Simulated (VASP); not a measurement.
Al9N, 20 atoms in the cell. The cell holds a slab with vacuum, 20 atoms: a = 5.707 Å, b = 9.806 Å, c = 22.790 Å, α = 90.00°, β = 90.00°, γ = 98.37°. 

- Program: VASP 6.6.1
- Task: single point
- Functional: PBE
- Potentials or basis: VASP PAW PBE potentials, release 64 (Al, N)
- Cutoff: 520 eV
- k mesh: 5 × 3 × 1
- Occupations: gaussian, width 0.1 eV
- Spin: no spin polarisation
- Dipole correction: yes
- Further INCAR settings: LREAL = Auto; ALGO = Normal; EDIFF = 1e-06; NBANDS = 48

Potentials or basis: VASP PAW PBE potentials, release 64 (Al, N).

Command:

```console
$ cat potpaw_PBE.64/Al/POTCAR potpaw_PBE.64/N/POTCAR > POTCAR
$ mpirun -np 1 vasp_std > vasp.out
```

Hardware: 1 thread of Intel Xeon 8259CL, with other jobs on the host.

Estimate the wall time of this run.

Wall time 30 min on 1 thread of Intel Xeon 8259CL, with other jobs on the host, peak memory 1.1 GiB. Counts: scf iterations 25, k points 8.
